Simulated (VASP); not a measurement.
Wanted: the native input for a VASP 6.6.1 run.

```
Task                   : single point
Functional             : PBE
Potentials or basis    : VASP PAW PBE potentials, release 64 (Zn, Se)
Cutoff                 : 500 eV
k mesh                 : 2 × 2 × 2
Occupations            : gaussian, width 0.01 eV
Spin                   : no spin polarisation
Dipole correction      : no
Further INCAR settings : ALGO = Normal; EDIFF = 1e-06; NBANDS = 16
```

The structure of ZnSe lies in POSCAR:

```
ZnSe
1.0
    0.0000000000      2.7869398680      2.7869398680
    2.7869398680      0.0000000000      2.7869398680
    2.7869398680      2.7869398680      0.0000000000
Zn Se
1 1
Direct
    0.0000000000      0.0000000000      0.0000000000
    0.2500000000      0.2500000000      0.2500000000
```

These files were run (other wordings do the same):

INCAR

```
SYSTEM = ZnSe
ALGO     = Normal         ! electronic algorithm
EDIFF    = 1E-6           ! SCF threshold, eV
ENCUT    = 500            ! plane-wave cutoff, eV
GGA      = PE             ! functional
GGA_COMPAT= .False.      
ISIF     = 2              ! what is computed and relaxed
ISMEAR   = 0              ! smearing method
LASPH    = .True.         ! aspherical terms in the spheres
LCHARG   = .True.         ! write CHGCAR
LELF     = .True.         ! ELF
LREAL    = .False.        ! projectors in reciprocal space
LVHAR    = .True.       
LWAVE    = .False.        ! write WAVECAR
NBANDS   = 16             ! bands
NELM     = 120            ! most SCF steps
PREC     = Accurate       ! precision mode
SIGMA    = 0.01           ! smearing width, eV
```

KPOINTS

```
k-points
0
Gamma
  2 2 2
  0 0 0
```

Potentials or basis: VASP PAW PBE potentials, release 64 (Zn, Se).

The run is started by

```sh
$ cat potpaw_PBE.64/Zn/POTCAR potpaw_PBE.64/Se/POTCAR > POTCAR
$ mpirun -np 1 vasp_std > vasp.out
```

Results of the run:

```yaml
Pressure: 12.7 GPa
Band_gap_on_the_k_mesh: 1.38 eV, direct
```

Caveat: the k points lie up to 0.98 Å⁻¹ apart.

It took 8.3 s on 1 thread of Intel Xeon 8259CL, with other jobs on the host, peak memory 0.16 GiB.
